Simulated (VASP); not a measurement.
# Li4Si (Pm-3m) in VASP: notebook

Runs on Li4Si. Level: PBE. Tasks: single point, relaxation of cell and atoms.

All numbers are computed with VASP 6.6.1; they aren't measurements. Logs are shortened: lines on timing, memory, paths and dates and some standing lists are left out, and cuts for length are marked.

### 1 The cell of the first run

The structure is cubic, space group Pm-3m (No. 221). Conventional cell: a = 4.835 Å, b = 4.835 Å, c = 4.835 Å, α = 90.00°, β = 90.00°, γ = 90.00°. Within 3.2 Å of Li (site symmetry 4/mmm) lie 2 Si at 2.42 Å. Li (site symmetry m-3m) has 12 Li at 3.42 Å and 8 Si at 4.19 Å within 4.5 Å. Within 3.2 Å of Si (site symmetry m-3m) lie 6 Li at 2.42 Å.

### 2 Single point, PBE

File INCAR:

```
SYSTEM = Li4Si
PREC = Accurate ; ENCUT = 520
EDIFF = 1E-6 ; ISMEAR = 0
SIGMA = 0.01 ; LREAL = .FALSE.
LASPH = .TRUE. ; NELM = 100
ALGO = Normal ; ISIF = 2
LWAVE = .FALSE. ; LCHARG = .TRUE.
GGA = PE ; LELF = .TRUE.
LVHAR = .TRUE. ; NBANDS = 16
```

File KPOINTS:

```
regular mesh
0
G
  8 8 8
  0 0 0
```

File POSCAR:

```
Li4Si
1.0
    4.8352002387      0.0000000000      0.0000000000
    0.0000000000      4.8352002387      0.0000000000
    0.0000000000      0.0000000000      4.8352002387
Li Si
4 1
Direct
    0.0000000000      0.5000000000      0.5000000000
    0.5000000000      0.0000000000      0.5000000000
    0.5000000000      0.5000000000      0.0000000000
    0.0000000000      0.0000000000      0.0000000000
    0.5000000000      0.5000000000      0.5000000000
```

Potentials or basis: VASP PAW PBE potentials, release 64 (Li_sv, Si).

Command:

```console
> cat potpaw_PBE.64/Li_sv/POTCAR potpaw_PBE.64/Si/POTCAR > POTCAR
> mpirun -np 1 vasp_std > vasp.out
```

OUTCAR:

```text
SYSTEM = Li4Si
   PREC = Accurate
   ENCUT = 520
   EDIFF = 1E-6
   ISMEAR = 0
   LREAL = .FALSE.
   LASPH = .TRUE.
   NELM = 100
   ISIF = 2
   GGA = PE

 ion  position               nearest neighbor table
   1  0.000  0.500  0.500-   5 2.42   5 2.42
   2  0.500  0.000  0.500-   5 2.42   5 2.42
   3  0.500  0.500  0.000-   5 2.42   5 2.42
   4  0.000  0.000  0.000-
   5  0.500  0.500  0.500-   1 2.42   2 2.42   3 2.42   3 2.42   2 2.42   1 2.42

  LATTYP: Found a simple cubic cell.
 ALAT       =     4.8352002387

  Lattice vectors:

 A1 = (   4.8352002387,   0.0000000000,   0.0000000000)
 A2 = (   0.0000000000,   4.8352002387,   0.0000000000)
 A3 = (   0.0000000000,   0.0000000000,   4.8352002387)

Analysis of symmetry for initial positions (statically):
=====================================================================
 Subroutine PRICEL returns:
 Original cell was already a primitive cell.

 Routine SETGRP: Setting up the symmetry group for a
 simple cubic supercell.

 Subroutine GETGRP returns: Found 48 space group operations
 (whereof 48 operations were pure point group operations)
 out of a pool of 48 trial point group operations.

The static configuration has the point symmetry O_h .

Analysis of symmetry for dynamics (positions and initial velocities):
=====================================================================
 Subroutine PRICEL returns:
 Original cell was already a primitive cell.

 Routine SETGRP: Setting up the symmetry group for a
 simple cubic supercell.

 Subroutine GETGRP returns: Found 48 space group operations
 (whereof 48 operations were pure point group operations)
 out of a pool of 48 trial point group operations.

The dynamic configuration has the point symmetry O_h .

 Subroutine INISYM returns: Found 48 space group operations
 (whereof 48 operations are pure point group operations),
 and found     1 'primitive' translations

----------------------------------------------------------------------------------------

                                     Primitive cell

  volume of cell :     113.0429

  direct lattice vectors                    reciprocal lattice vectors
     4.835200239  0.000000000  0.000000000     0.206816667  0.000000000  0.000000000
     0.000000000  4.835200239  0.000000000     0.000000000  0.206816667  0.000000000
[... 87 lines left out ...]
   LSORBIT =      F    spin-orbit coupling
   LASPH  =      T    aspherical Exc in radial PAW
   ENCUT  =  520.0 eV  38.22 Ry    6.18 a.u.   8.99  8.99  8.99*2*pi/ulx,y,z
   NELM   =    100;   NELMIN=  2; NELMDL= -5     # of ELM steps
   EDIFF  = 0.1E-05   stopping-criterion for ELM
   LREAL  =      F    real-space projection
   EDIFFG = 0.1E-04   stopping-criterion for IOM
   NSW    =      0    number of steps for IOM
   IBRION =     -1    ionic relax: 0-MD 1-quasi-New 2-CG
   NFREE  =      0    steps in history (QN), initial steepest desc. (CG)
   ISIF   =      2    stress and relaxation
   ISYM   =      2    0-nonsym 1-usesym 2-fastsym
   POTIM  = 0.5000    time-step for ionic-motion
   TEBEG  =    0.0;   TEEND  =   0.0 temperature during run
   PSTRESS=    0.0 pullay stress
   NELECT =      16.0000    total number of electrons
   NUPDOWN=      -1.0000    fix difference up-down
   EMIN   =  10.00;   EMAX   =-10.00  energy-range for DOS
   EFERMI =   0.00;   METHOD = LEGACY
   ISMEAR =     0;   SIGMA  =   0.01  broadening in eV -4-tet -1-fermi 0-gaus
   EFERMI_NEDOS =   21; number of points for ismear=-14 and -15
   IALGO  =     38    algorithm
   IMIX   =      4    mixing-type and parameters
     AMIX     =   0.40;   BMIX     =  1.00
     AMIX_MAG =   1.60;   BMIX_MAG =  1.00
  volume/ion in A,a.u.               =      22.61       152.57
  Fermi-wavevector in a.u.,A,eV,Ry     =   0.853166  1.612251  9.903582  0.727893
  Thomas-Fermi vector in A             =   1.969567
   LORBIT       =      0    0 simple, 1 ext, 2 COOP (PROOUT), +10 PAW based schemes
   GGA     = PE    functional components
   LHFCALC =     F    Hartree Fock is set to
   AEXX    =    0.0000 exact exchange contribution
   IVDW    =     0    specifies the selected vdW correction
   LEPSILON=     F    determine dielectric tensor
   LRPA    =     F    only Hartree local field effects (RPA)
 non-spin polarized calculation
 Gauss-broadening in eV      SIGMA  =   0.01
  energy-cutoff  :      520.00
  volume of cell :      113.04
 maximum number of plane-waves:      3112
 NGX is ok and might be reduce to    36
   NGX = 17   NGY = 17   NGZ = 17

 number of electron      15.9999970 magnetization

 Free energy of the ion-electron system (eV)
  ---------------------------------------------------
  ext. energy  EPLUGINS =         0.00000000
  ---------------------------------------------------
  free energy    TOTEN  =       -12.85613181 eV

  energy without entropy =      -12.85598874  energy(sigma->0) =      -12.85606027

 E-fermi :   0.6768     XC(G=0):  -7.0465

 val. band max:        0.6545836194   @ k =   0.5000   0.5000   0.1250
 cond. band min:       0.6773860034   @ k =   0.0000   0.0000   0.0000
 fundamental gap:      0.0228023840
 Fermi energy:         0.6767809645

 k-point     1 :       0.0000    0.0000    0.0000
  band No.  band energies     occupation
      1     -47.2855      2.00000
      2     -44.8208      2.00000
      3     -44.8150      2.00000
      4     -44.8150      2.00000
      5      -5.7543      2.00000
      6      -0.0652      2.00000
[... 433 lines left out ...]
      3     -44.8170      2.00000
      4     -44.8164      2.00000
      5      -5.5456      2.00000
      6      -0.8860      2.00000
[... 8 lines left out ...]
     15       6.4255      0.00000
     16       7.9662      0.00000

 [... further k-points ...]
[... 5 lines left out ...]
  --------------------------------------------------------------------------------------
  -------------------------------------------------------------------------------------
  Total       -0.0174927     -0.0174927     -0.0174927     -0.0000000     -0.0000000      0.0000000
  in kB       -0.2479266     -0.2479266     -0.2479266     -0.0000000     -0.0000000      0.0000000
  external PRESSURE =      -0.2479266 kB  Pullay stress =       0.0000000 kB

 VOLUME and BASIS-vectors are now :
 -----------------------------------------------------------------------------
  energy-cutoff  :      520.00
  volume of cell :      113.04
      direct lattice vectors                 reciprocal lattice vectors
     4.835200239  0.000000000  0.000000000     0.206816667  0.000000000  0.000000000
     0.000000000  4.835200239  0.000000000     0.000000000  0.206816667  0.000000000
     0.000000000  0.000000000  4.835200239     0.000000000  0.000000000  0.206816667

 POSITION                                       TOTAL-FORCE (eV/Angst)
 -----------------------------------------------------------------------------------
      0.00000      2.41760      2.41760         0.000000      0.000000      0.000000
      2.41760      0.00000      2.41760         0.000000      0.000000      0.000000
      2.41760      2.41760      0.00000         0.000000      0.000000      0.000000
      0.00000      0.00000      0.00000         0.000000      0.000000      0.000000
      2.41760      2.41760      2.41760         0.000000      0.000000      0.000000
 -----------------------------------------------------------------------------------
    total drift:                                0.000000      0.000000      0.000000

  FREE ENERGIE OF THE ION-ELECTRON SYSTEM (eV)
  ---------------------------------------------------
  free  energy   TOTEN  =       -12.8561318133 eV

  energy  without entropy=      -12.8559887362  energy(sigma->0) =      -12.85606027
```

OSZICAR:

```text
N       E                     dE             d eps       ncg     rms          rms(c)
DAV:   1     0.577327386443E+02    0.57733E+02   -0.60099E+03  1120   0.922E+02
DAV:   2    -0.108392217976E+01   -0.58817E+02   -0.54582E+02  1368   0.211E+02
DAV:   3    -0.140957500687E+02   -0.13012E+02   -0.12888E+02  2208   0.474E+01
DAV:   4    -0.145431731237E+02   -0.44742E+00   -0.44706E+00  1488   0.165E+01
DAV:   5    -0.145686193455E+02   -0.25446E-01   -0.25445E-01  1848   0.290E+00    0.451E+00
DAV:   6    -0.129864437287E+02    0.15822E+01   -0.14071E+00  1344   0.435E+00    0.197E+00
DAV:   7    -0.128746380773E+02    0.11181E+00   -0.31242E-01  1672   0.204E+00    0.106E+00
DAV:   8    -0.128644607510E+02    0.10177E-01   -0.13175E-01  1464   0.135E+00    0.401E-01
DAV:   9    -0.128562091437E+02    0.82516E-02   -0.87583E-03  1592   0.427E-01    0.281E-01
DAV:  10    -0.128567977478E+02   -0.58860E-03   -0.11589E-03  1536   0.155E-01    0.118E-01
DAV:  11    -0.128561252135E+02    0.67253E-03   -0.67479E-04  1464   0.125E-01    0.375E-02
DAV:  12    -0.128561325522E+02   -0.73387E-05   -0.10263E-04  1728   0.444E-02    0.197E-02
DAV:  13    -0.128561351732E+02   -0.26210E-05   -0.54281E-06  1616   0.993E-03    0.157E-02
DAV:  14    -0.128561318555E+02    0.33177E-05   -0.44922E-06  1464   0.105E-02    0.403E-03
DAV:  15    -0.128561318133E+02    0.42284E-07   -0.32997E-07  1152   0.344E-03
   1 F= -.12856132E+02 E0= -.12856060E+02  d E =-.143077E-03
```

It took 57 s on 1 thread of AMD EPYC 7R43 (Zen 3), shared host; peak memory 0.18 GiB.

Results:

* Free energy: -12.8561 eV
* Band gap on the k mesh: zero (band 8 reaches 0.68 eV, above the bottom of band 9 at 0.65 eV)

Levels at points of the mesh, in eV from the Fermi level:
```tsv
k point	band 6	band 7	band 8	band 9	band 10	band 11
(0.00, 0.00, 0.00)	-0.74	-0.74	-0.74	0.00	3.88	3.88
(0.50, 0.00, 0.00)	-2.27	-0.29	-0.29	1.52	2.97	2.97
(0.50, 0.50, 0.00)	-1.42	-1.42	-0.20	0.06	3.74	3.74
(0.50, 0.50, 0.50)	-0.42	-0.42	-0.42	0.41	0.41	0.41
```

Caveat: the cutoff is under 1.25 times the usual one of these potentials, so pressure, stress and relaxed cells hold a basis-set (Pulay) error.

### 3 Relaxation of cell and atoms, PBE

This run uses another cell than the first one, of 22.42 Å³/atom, 0.991 times its volume.

File INCAR:

```
PREC = Accurate
ENCUT = 600
EDIFF = 1E-7
ISMEAR = 0
SIGMA = 0.01
LREAL = F
LASPH = T
NELM = 100
ALGO = Normal
ISIF = 3
LWAVE = F
LCHARG = F
GGA = PE
IBRION = 2
NSW = 100
EDIFFG = -0.01
```

File KPOINTS:

```
regular mesh
0
Gamma
  8 8 8
```

Changes to POSCAR since step 2:

```diff
@@ -2,5 +2,5 @@
 1.0
-    4.8352002387      0.0000000000      0.0000000000
-    0.0000000000      4.8352002387      0.0000000000
-    0.0000000000      0.0000000000      4.8352002387
+    4.8213739759      0.0000000000      0.0000000000
+    0.0000000000      4.8213739759      0.0000000000
+    0.0000000000      0.0000000000      4.8213739759
 Li Si
```

Potentials or basis: VASP PAW PBE potentials, release 64 (Li_sv, Si).

Command:

```console
> cat potpaw_PBE.64/Li_sv/POTCAR potpaw_PBE.64/Si/POTCAR > POTCAR
> mpirun -np 1 vasp_std > vasp.out
```

Run time: 70 s. Hardware: 1 thread of AMD EPYC 7R43 (Zen 3), shared host; peak memory 0.23 GiB.

The run converged. Its results:

```yaml
Free_energy: -12.8549 eV
Relaxed_volume: 22.47 Å³/atom
Relaxed_cell: a = 4.825 Å, b = 4.825 Å, c = 4.825 Å, α = 90.00°, β = 90.00°, γ = 90.00°
Space_group_after_relaxing_to_0.05_Å: Pm-3m (No. 221)
Energy_gained_by_relaxing: 0.0 meV/atom
Ionic_steps: 2
Pressure_after_relaxing: 0.1 GPa
Band_gap_on_the_k_mesh: zero (band 8 reaches 0.70 eV, above the bottom of band 9 at 0.68 eV)
```

Step by step:
| step | energy change (eV) | largest force (eV/Å) | pressure (GPa) | volume (Å³) |
| --- | --- | --- | --- | --- |
| 1 | 0.0000 | 0.0000 | 0.11 | 112.08 |
| 2 | -0.0001 | 0.0000 | 0.07 | 112.33 |

Final structure:
```
CELL_PARAMETERS angstrom
4.82503 0.00000 0.00000
0.00000 4.82503 0.00000
0.00000 0.00000 4.82503
ATOMIC_POSITIONS crystal
Li 0.00000 0.50000 0.50000
Li 0.50000 0.00000 0.50000
Li 0.50000 0.50000 0.00000
Li 0.00000 0.00000 0.00000
Si 0.50000 0.50000 0.50000
```

Levels at points of the mesh, in eV from the Fermi level:
```csv
k point,band 6,band 7,band 8,band 9,band 10,band 11
"(0.00, 0.00, 0.00)",-0.75,-0.75,-0.75,0.01,3.89,3.89
"(0.50, 0.00, 0.00)",-2.29,-0.29,-0.29,1.53,2.97,2.97
"(0.50, 0.50, 0.00)",-1.42,-1.42,-0.21,0.06,3.76,3.76
"(0.50, 0.50, 0.50)",-0.42,-0.42,-0.42,0.41,0.41,0.41
```

Caveat: the cutoff is under 1.25 times the usual one of these potentials, so pressure, stress and relaxed cells hold a basis-set (Pulay) error.

### 4 Single point, PBE

This run uses another cell than the first one, of 13.78 Å³/atom, 0.610 times its volume.

File INCAR:

```
  PREC = Accurate
  ENCUT = 520
  EDIFF = 1E-6
  ISMEAR = 0
  SIGMA = 0.1
  LREAL = F
  LASPH = T
  NELM = 100
  ALGO = Normal
  ISIF = 2
  LWAVE = F
  LCHARG = F
  GGA = PE
  NBANDS = 16
```

File KPOINTS:

```
regular mesh
0
Gamma
  4 4 4
```

Changes to POSCAR since step 3:

```diff
@@ -2,5 +2,5 @@
 1.0
-    4.8213739759      0.0000000000      0.0000000000
-    0.0000000000      4.8213739759      0.0000000000
-    0.0000000000      0.0000000000      4.8213739759
+    4.1000694600      0.0000000000      0.0000000000
+    0.0000000000      4.1000694600      0.0000000000
+    0.0000000000      0.0000000000      4.1000694600
 Li Si
```

Command:

```console
> cat potpaw_PBE.64/Li_sv/POTCAR potpaw_PBE.64/Si/POTCAR > POTCAR
> mpirun -np 1 vasp_std > vasp.out
```

Run time: 9.3 s. Hardware: 1 thread of AMD EPYC 7R43 (Zen 3), shared host; peak memory 0.12 GiB.

It converged, with:

| Item | Value |
| --- | --- |
| Free energy | -10.6320 eV |
| Band gap on the k mesh | 0.04 eV, direct |

Levels at points of the mesh, in eV from the valence-band top:
```
           k point  band 6  band 7  band 8  band 9  band 10  band 11
(0.00, 0.00, 0.00)   -1.17   -1.17   -1.17    1.52     5.46     5.46
(0.50, 0.00, 0.00)   -2.94   -0.42   -0.42    2.76     3.62     3.62
(0.50, 0.50, 0.00)   -1.77   -1.77   -0.41    0.18     5.16     5.16
(0.50, 0.50, 0.50)    0.00    0.00    0.00    0.04     0.04     0.04
```

Caveat: the cutoff is under 1.25 times the usual one of these potentials, so pressure, stress and relaxed cells hold a basis-set (Pulay) error. A k mesh can miss the band edges.

### 5 The runs side by side

| task | cell | k mesh | cutoff (eV) | smearing | gap on the mesh (eV) |
| --- | --- | --- | --- | --- | --- |
| single point | a = 4.835 Å, 5 atoms | 8 × 8 × 8 | 520 | gaussian 0.01 eV | none |
| relaxation of cell and atoms | relaxed from a = 4.821 Å, 5 atoms | 8 × 8 × 8 | 600 | gaussian 0.01 eV | none |
| single point | a = 4.100 Å, 5 atoms | 4 × 4 × 4 | 520 | gaussian 0.1 eV | 0.04 |

Alike in all rows: level PBE; potentials or basis VASP PAW PBE potentials, release 64 (Li_sv, Si); no spin polarisation.

Caveats: the cutoff is under 1.25 times the usual one of these potentials, so pressure, stress and relaxed cells hold a basis-set (Pulay) error.

Total energies depend on the potentials used, so only differences within one code and one set of settings carry meaning.
